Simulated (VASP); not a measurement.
# Si3H2C4 in VASP: further runs

Si3H2C4 is run at these levels: PBEsol; tasks: relaxation of the atoms, single point.

All numbers are computed with VASP 6.6.1; they aren't measurements. Logs are shortened: lines on timing, memory, paths and dates and some standing lists are left out, and cuts for length are marked.

## 1. The cell of the first run

The cell holds a slab with vacuum, 18 atoms: a = 6.161 Å, b = 3.081 Å, c = 20.037 Å, α = 90.00°, β = 90.00°, γ = 90.00°.

## 2. Relaxation of the atoms, PBEsol

Contents of INCAR:

```
PREC = Accurate ; ENCUT = 520
EDIFF = 1E-6 ; ISMEAR = 0
SIGMA = 0.05 ; LREAL = Auto
LASPH = True ; NELM = 80
ALGO = Normal ; ISIF = 2
LWAVE = False ; LCHARG = False
LDIPOL = True ; IDIPOL = 3
DIPOL = 0.5 0.5 0.349 ; GGA = PS
IBRION = 2 ; NSW = 50
EDIFFG = -0.03
```

Contents of KPOINTS:

```
regular mesh
0
Gamma
  4 8 1
```

Contents of POSCAR:

```
Si3H2C4
1.0
    6.1612406585      0.0000000000      0.0000000000
    0.0000000000      3.0806203293      0.0000000000
    0.0000000000      0.0000000000     20.0373883794
C Si H
8 6 4
Selective dynamics
Direct
    0.5000000000      0.5000000000      0.2321862369  F F F
    0.0000000000      0.5000000000      0.2321862369  F F F
    0.7500000000      0.0000000000      0.3408993827  F F F
    0.2500000000      0.0000000000      0.3408993827  F F F
   -0.0123997394      0.5000000000      0.4574562128  T T T
    0.5097376589      0.5000000000      0.4375640556  T T T
    0.3914186547      0.0000000000      0.5252857264  T T F
    0.6025130175      0.0000000000      0.5606695792  T T F
    0.2500000000      0.5000000000      0.2865428098  F F F
    0.7500000000      0.5000000000      0.2865428098  F F F
    0.5027798300      0.0000000000      0.3895167191  T T T
   -0.0068120521      0.0000000000      0.3984380394  T T T
    0.7113211593      0.5000000000      0.5100335368  T T T
    0.2658545547      0.5000000000      0.4948702421  T T T
    0.5000000000      0.2248963861      0.1983620084  F F F
    0.5000000000      0.7751036139      0.1983620084  F F F
    0.0000000000      0.7747262802      0.1982371399  F F F
    0.0000000000      0.2252737198      0.1982371399  F F F
```

Potentials or basis: VASP PAW PBE potentials, release 64 (C, Si, H).

The run is started by

```bash
> cat potpaw_PBE.64/C/POTCAR potpaw_PBE.64/Si/POTCAR potpaw_PBE.64/H/POTCAR > POTCAR
> mpirun -np 1 vasp_std > vasp.out
```

OUTCAR:

```text
PREC = Accurate
   ENCUT = 520
   EDIFF = 1E-6
   ISMEAR = 0
   LREAL = Auto
   LASPH = True
   NELM = 80
   ISIF = 2
   GGA = PS
   IBRION = 2
   NSW = 50
   EDIFFG = -0.03

 ion  position               nearest neighbor table
   1  0.500  0.500  0.232-  15 1.09  16 1.09   9 1.89  10 1.89
   2  0.000  0.500  0.232-  17 1.09  18 1.09   9 1.89  10 1.89
   3  0.750  0.000  0.341-  11 1.81  10 1.89  10 1.89  12 1.89
   4  0.250  0.000  0.341-  11 1.84   9 1.89   9 1.89  12 1.96
   5  0.988  0.500  0.457-  14 1.87  12 1.94  12 1.94  13 2.00
   6  0.510  0.500  0.438-  11 1.82  11 1.82  14 1.89  13 1.91
   7  0.391  0.000  0.525-   8 1.48  14 1.83  14 1.83  13 2.52  13 2.52
   8  0.603  0.000  0.561-   7 1.48  13 1.96  13 1.96
   9  0.250  0.500  0.287-   1 1.89   2 1.89   4 1.89   4 1.89  11 3.01  11 3.01  10 3.08  10 3.08
                            12 3.15  12 3.15
  10  0.750  0.500  0.287-   1 1.89   2 1.89   3 1.89   3 1.89  11 2.99  11 2.99   9 3.08   9 3.08
                            12 3.11  12 3.11
  11  0.503  0.000  0.390-   3 1.81   6 1.82   6 1.82   4 1.84  10 2.99  10 2.99  14 2.99  14 2.99
                             9 3.01   9 3.01  12 3.03  13 3.14  13 3.14  12 3.14
  12  0.993  0.000  0.398-   3 1.89   5 1.94   5 1.94   4 1.96  14 2.99  14 2.99  11 3.03  10 3.11
                            10 3.11  11 3.14   9 3.15   9 3.15
  13  0.711  0.500  0.510-   6 1.91   8 1.96   8 1.96   5 2.00   7 2.52   7 2.52  14 2.76  11 3.14
                            11 3.14
  14  0.266  0.500  0.495-   7 1.83   7 1.83   5 1.87   6 1.89  13 2.76  12 2.99  12 2.99  11 2.99
                            11 2.99
  15  0.500  0.225  0.198-   1 1.09
  16  0.500  0.775  0.198-   1 1.09
  17  0.000  0.775  0.198-   2 1.09
  18  0.000  0.225  0.198-   2 1.09

  LATTYP: Found a simple orthorhombic cell.
 ALAT       =     3.0806203293
 B/A-ratio  =     2.0000000000
 C/A-ratio  =     6.5043355680

  Lattice vectors:

 A1 = (   0.0000000000,  -3.0806203293,   0.0000000000)
 A2 = (   6.1612406585,   0.0000000000,   0.0000000000)
 A3 = (   0.0000000000,   0.0000000000,  20.0373883794)

Analysis of symmetry for initial positions (statically):
=====================================================================
 Subroutine PRICEL returns:
 Original cell was already a primitive cell.

 Routine SETGRP: Setting up the symmetry group for a
 simple orthorhombic supercell.

 Subroutine GETGRP returns: Found  2 space group operations
 (whereof  2 operations were pure point group operations)
 out of a pool of  8 trial point group operations.

The static configuration has the point symmetry C_1h.

Analysis of symmetry for dynamics (positions and initial velocities):
=====================================================================
 Subroutine PRICEL returns:
 Original cell was already a primitive cell.

 Routine SETGRP: Setting up the symmetry group for a
 simple orthorhombic supercell.

 Subroutine GETGRP returns: Found  2 space group operations
 (whereof  2 operations were pure point group operations)
 out of a pool of  8 trial point group operations.

The dynamic configuration has the point symmetry C_1h.

Analysis of constrained symmetry for selective dynamics:
=====================================================================
 Subroutine PRICEL returns:
 Original cell was already a primitive cell.

 Routine SETGRP: Setting up the symmetry group for a
 simple orthorhombic supercell.

 Subroutine GETGRP returns: Found  2 space group operations
 (whereof  2 operations were pure point group operations)
 out of a pool of  8 trial point group operations.

The constrained configuration has the point symmetry C_1h.

 Subroutine INISYM returns: Found  2 space group operations
 (whereof  2 operations are pure point group operations),
 and found     1 'primitive' translations

----------------------------------------------------------------------------------------

                                     Primitive cell
[... 84 lines left out ...]
  0.250000  0.125000  0.000000      4.000000
  0.500000  0.125000  0.000000      2.000000
  0.000000  0.250000  0.000000      2.000000
  0.250000  0.250000  0.000000      4.000000
  0.500000  0.250000  0.000000      2.000000
  0.000000  0.375000  0.000000      2.000000
  0.250000  0.375000  0.000000      4.000000
  0.500000  0.375000  0.000000      2.000000
  0.000000  0.500000  0.000000      1.000000
  0.250000  0.500000  0.000000      2.000000
  0.500000  0.500000  0.000000      1.000000
   k-points           NKPTS =     15   k-points in BZ     NKDIM =     15   number of bands    NBANDS=     40
   number of dos      NEDOS =    301   number of ions     NIONS =     18
   total plane-waves  NPLWV = 172800
   dimension x,y,z NGX =    48 NGY =   24 NGZ =  150
   dimension x,y,z NGXF=    96 NGYF=   48 NGZF=  300
   ions per type =               8   6   4
   NGX,Y,Z   is equivalent  to a cutoff of  12.95, 12.95, 12.45 a.u.
   NGXF,Y,Z  is equivalent  to a cutoff of  25.90, 25.90, 24.89 a.u.
 SYSTEM =  unknown system
   PREC   = accura    normal or accurate (medium, high low for compatibility)
   ISTART =      0    job   : 0-new  1-cont  2-samecut
   ICHARG =      2    charge: 1-file 2-atom 10-const
   ISPIN  =      1    spin polarized calculation?
   LNONCOLLINEAR =      F non collinear calculations
   LSORBIT =      F    spin-orbit coupling
   LASPH  =      T    aspherical Exc in radial PAW
   ENCUT  =  520.0 eV  38.22 Ry    6.18 a.u.  11.46  5.73 37.26*2*pi/ulx,y,z
   NELM   =     80;   NELMIN=  2; NELMDL= -5     # of ELM steps
   EDIFF  = 0.1E-05   stopping-criterion for ELM
   LREAL  =      T    real-space projection
   EDIFFG = -.3E-01   stopping-criterion for IOM
   NSW    =     50    number of steps for IOM
   IBRION =      2    ionic relax: 0-MD 1-quasi-New 2-CG
   NFREE  =      1    steps in history (QN), initial steepest desc. (CG)
   ISIF   =      2    stress and relaxation
   ISYM   =      2    0-nonsym 1-usesym 2-fastsym
   POTIM  = 0.5000    time-step for ionic-motion
   TEBEG  =    0.0;   TEEND  =   0.0 temperature during run
   PSTRESS=    0.0 pullay stress
   NELECT =      60.0000    total number of electrons
   NUPDOWN=      -1.0000    fix difference up-down
   EMIN   =  10.00;   EMAX   =-10.00  energy-range for DOS
   EFERMI =   0.00;   METHOD = LEGACY
   ISMEAR =     0;   SIGMA  =   0.05  broadening in eV -4-tet -1-fermi 0-gaus
   EFERMI_NEDOS =   21; number of points for ismear=-14 and -15
   IALGO  =     38    algorithm
   IMIX   =      4    mixing-type and parameters
     AMIX     =   0.40;   BMIX     =  1.00
     AMIX_MAG =   1.60;   BMIX_MAG =  1.00
  volume/ion in A,a.u.               =      21.13       142.58
  Fermi-wavevector in a.u.,A,eV,Ry     =   0.884591  1.671636 10.646588  0.782502
  Thomas-Fermi vector in A             =   2.005512
   LORBIT       =      0    0 simple, 1 ext, 2 COOP (PROOUT), +10 PAW based schemes
   GGA     = PS    functional components
   LHFCALC =     F    Hartree Fock is set to
   AEXX    =    0.0000 exact exchange contribution
   IVDW    =     0    specifies the selected vdW correction
   LEPSILON=     F    determine dielectric tensor
   LRPA    =     F    only Hartree local field effects (RPA)
 conjugate gradient relaxation of ions
 non-spin polarized calculation
 Gauss-broadening in eV      SIGMA  =   0.05
  energy-cutoff  :      520.00
  volume of cell :      380.32
 maximum number of plane-waves:     10275
 NGX is ok and might be reduce to    48
   NGX = 23   NGY = 11   NGZ = 75

 dipolmoment           0.000000      0.000000     -0.000756 electrons x Angstroem

--------------------------------------- Ionic step        1  -------------------------------------------

 number of electron      59.9999999 magnetization

 Free energy of the ion-electron system (eV)
  ---------------------------------------------------
  ext. energy  EPLUGINS =         0.00000000
  ---------------------------------------------------
  free energy    TOTEN  =      -122.27942864 eV

  energy without entropy =     -122.27643850  energy(sigma->0) =     -122.27793357

------------------------ aborting loop because EDIFF is reached ----------------------------------------

  FORCE on cell =-STRESS in cart. coord.  units (eV):
  Direction    XX          YY          ZZ          XY          YZ          ZX
  --------------------------------------------------------------------------------------
  -------------------------------------------------------------------------------------
  Total       -2.2292534     15.0162062     -0.0517201      0.0000000      0.0000000     -0.6289523
  in kB       -9.3912317     63.2591480     -0.2178826      0.0000000      0.0000000     -2.6496033
  external PRESSURE =      17.8833446 kB  Pullay stress =       0.0000000 kB
[... 137 lines left out ...]
  FREE ENERGIE OF THE ION-ELECTRON SYSTEM (eV)
  ---------------------------------------------------
  free  energy   TOTEN  =      -122.3130168913 eV

  energy  without entropy=     -122.3103975207  energy(sigma->0) =     -122.31170721

[... ionic steps 4 to 8 ...]

--------------------------------------- Ionic step        9  -------------------------------------------

 number of electron      59.9999999 magnetization

------------------------ aborting loop because EDIFF is reached ----------------------------------------
[... 99 lines left out ...]
--------------------------------------- Ionic step       11  -------------------------------------------

 number of electron      59.9999999 magnetization

 dipolmoment           0.000000      0.000000      0.186080 electrons x Angstroem

 Free energy of the ion-electron system (eV)
  ---------------------------------------------------
  ext. energy  EPLUGINS =         0.00000000
  ---------------------------------------------------
  free energy    TOTEN  =      -122.33586702 eV

  energy without entropy =     -122.33447617  energy(sigma->0) =     -122.33517159

 E-fermi :   0.9135     XC(G=0):  -5.2631

 val. band max:        0.8698216930   @ k =   0.0000   0.5000   0.0000
 cond. band min:       0.9447337229   @ k =   0.5000   0.0000   0.0000
 fundamental gap:      0.0749120299
 Fermi energy:         0.9135324346

 k-point     1 :       0.0000    0.0000    0.0000
  band No.  band energies     occupation
      1     -16.0133      2.00000
      2     -14.9076      2.00000
      3     -13.5218      2.00000
      4     -12.6524      2.00000
      5     -12.4422      2.00000
      6     -12.3681      2.00000
[... 634 lines left out ...]
     39       5.3490      0.00000
     40       5.6428      0.00000

------------------------ aborting loop because EDIFF is reached ----------------------------------------

 vacuum level on the upper side and lower side of the slab       (xc-potential included)         0.664        -1.030

  FORCE on cell =-STRESS in cart. coord.  units (eV):
  Direction    XX          YY          ZZ          XY          YZ          ZX
  --------------------------------------------------------------------------------------
  -------------------------------------------------------------------------------------
  Total       -1.6324120     15.3681136     -0.9469829      0.0000000      0.0000000     -0.3540119
  in kB       -6.8769028     64.7416373     -3.9893784      0.0000000      0.0000000     -1.4913546
  external PRESSURE =      17.9584520 kB  Pullay stress =       0.0000000 kB
[... 33 lines left out ...]
  FREE ENERGIE OF THE ION-ELECTRON SYSTEM (eV)
  ---------------------------------------------------
  free  energy   TOTEN  =      -122.3358670163 eV

  energy  without entropy=     -122.3344761684  energy(sigma->0) =     -122.33517159

 reached required accuracy - stopping structural energy minimisation

 vacuum level on the upper side and lower side of the slab         5.724         3.984
```

Wall time 17 min (1 thread of Intel Xeon 6975P-C (Granite Rapids), shared host); peak memory 0.52 GiB.

Results:

```
Free energy               : -122.3359 eV
Energy gained by relaxing : 3.1 meV/atom
Ionic steps               : 11
Band gap on the k mesh    : zero (bands 30 and 31 overlap by 0.07 eV)
```

Step by step:
```tsv
step	energy change (eV)	largest force on free atoms (eV/Å)	pressure (GPa)
1	0.0000	0.9631	1.79
2	-0.0158	1.3314	2.02
3	-0.0336	0.5228	1.90
4	-0.0496	0.1657	1.88
5	-0.0509	0.1848	1.87
6	-0.0510	0.2084	1.87
7	-0.0549	0.1403	1.80
8	-0.0549	0.1478	1.80
9	-0.0562	0.0477	1.80
10	-0.0562	0.0435	1.80
11	-0.0564	0.0259	1.80
```

Final structure:
```yaml
crystal:
  lattice:
    - [6.16124, 0.00000, 0.00000]
    - [0.00000, 3.08062, 0.00000]
    - [0.00000, 0.00000, 20.03739]
  atoms:
    - { symbol: C, position: [0.50000, 0.50000, 0.23219] }
    - { symbol: C, position: [0.00000, 0.50000, 0.23219] }
    - { symbol: C, position: [0.75000, 0.00000, 0.34090] }
    - { symbol: C, position: [0.25000, 0.00000, 0.34090] }
    - { symbol: C, position: [0.98614, 0.50000, 0.45871] }
    - { symbol: C, position: [0.51276, 0.50000, 0.43900] }
    - { symbol: C, position: [0.39360, 0.00000, 0.52529] }
    - { symbol: C, position: [0.59850, 0.00000, 0.56067] }
    - { symbol: Si, position: [0.25000, 0.50000, 0.28654] }
    - { symbol: Si, position: [0.75000, 0.50000, 0.28654] }
    - { symbol: Si, position: [0.50371, 0.00000, 0.39024] }
    - { symbol: Si, position: [0.99206, 0.00000, 0.39922] }
    - { symbol: Si, position: [0.70894, 0.50000, 0.51393] }
    - { symbol: Si, position: [0.26533, 0.50000, 0.49516] }
    - { symbol: H, position: [0.50000, 0.22490, 0.19836] }
    - { symbol: H, position: [0.50000, 0.77510, 0.19836] }
    - { symbol: H, position: [0.00000, 0.77473, 0.19824] }
    - { symbol: H, position: [0.00000, 0.22527, 0.19824] }
```

Caveat: the PAW data sets were made with another functional, which shifts forces and pressure a little.

## 3. Single point, PBEsol

Contents of INCAR:

```
ALGO     = Normal         # electronic algorithm
DIPOL    = 0.5 0.5 0.351
EDIFF    = 1E-7           # SCF threshold, eV
ENCUT    = 520            # plane-wave cutoff, eV
GGA      = PS             # functional
IDIPOL   = 3            
ISIF     = 2              # what is computed and relaxed
ISMEAR   = 0              # smearing method
LASPH    = True           # aspherical terms in the spheres
LCHARG   = False          # write CHGCAR
LDIPOL   = True         
LREAL    = Auto         
LWAVE    = False          # write WAVECAR
NBANDS   = 45             # bands
NELM     = 60             # most SCF steps
PREC     = Accurate       # precision mode
SIGMA    = 0.05           # smearing width, eV
```

Contents of KPOINTS:

```
k-points
0
Gamma
  4 8 1
```

Contents of POSCAR:

```
Si3H2C4
1.0
    6.1612406585      0.0000000000      0.0000000000
    0.0000000000      3.0806203293      0.0000000000
    0.0000000000      0.0000000000     20.0373883794
C Si H
8 6 4
Direct
    0.5000000000      0.5000000000      0.2321862369
    0.0000000000      0.5000000000      0.2321862369
    0.7500000000      0.0000000000      0.3408993827
    0.2500000000      0.0000000000      0.3408993827
   -0.0060123087      0.5000000000      0.4599072522
    0.5045672846      0.5000000000      0.4410703066
    0.3884848442      0.0000000000      0.5395091369
    0.6093779371      0.0000000000      0.5537325474
    0.2500000000      0.5000000000      0.2865428098
    0.7500000000      0.5000000000      0.2865428098
    0.5014435691      0.0000000000      0.3914718123
   -0.0033255690      0.0000000000      0.3996401421
    0.7175835644      0.5000000000      0.5098348878
    0.2714713899      0.5000000000      0.5021408363
    0.5000000000      0.2248963861      0.1983620084
    0.5000000000      0.7751036139      0.1983620084
    0.0000000000      0.7747262802      0.1982371399
    0.0000000000      0.2252737198      0.1982371399
```

Potentials or basis: VASP PAW PBE potentials, release 64 (C, Si, H).

The run is started by

```bash
> cat potpaw_PBE.64/C/POTCAR potpaw_PBE.64/Si/POTCAR potpaw_PBE.64/H/POTCAR > POTCAR
> mpirun -np 1 vasp_std > vasp.out
```

It took 5.7 min on 1 thread of AMD EPYC 9R45 (Zen 5), shared host; peak memory 0.48 GiB.

The run converged. Its results:

* Free energy: -123.6009 eV
* Largest force: 1.678 eV/Å
* Band gap on the k mesh: zero (bands 30 and 31 overlap by 0.20 eV)

Forces on the atoms (eV/Å):
```
C    0.001  0.000  0.743
C   -0.001  0.000  0.540
C    0.964  0.000 -0.338
C   -0.962  0.000  0.105
C    0.007  0.000  0.018
C    0.001  0.000 -0.020
C   -0.068  0.000  1.676
C    0.064  0.000 -1.559
Si  -0.481  0.000 -0.517
Si   0.478  0.000 -0.546
Si  -0.005  0.000 -0.004
Si   0.001  0.000 -0.004
Si   0.020  0.000 -0.004
Si  -0.018  0.000  0.003
H   -0.002 -0.027 -0.023
H   -0.002  0.027 -0.023
H    0.001  0.027 -0.023
H    0.001 -0.027 -0.023
```

Levels at points of the mesh, in eV from the Fermi level:
```csv
k point,band 28,band 29,band 30,band 31,band 32,band 33
"(0.00, 0.00, 0.00)",-1.63,-1.45,-0.16,0.74,1.19,2.62
"(0.50, 0.00, 0.00)",-1.66,-1.60,0.04,0.75,2.30,2.87
"(0.00, 0.50, 0.00)",-2.22,-2.13,-1.71,-0.16,1.37,2.63
"(0.50, 0.50, 0.00)",-3.08,-2.61,-2.26,0.56,2.19,2.56
```

Caveat: the PAW data sets were made with another functional, which shifts forces and pressure a little.

(Continued in part 2 of 2.)
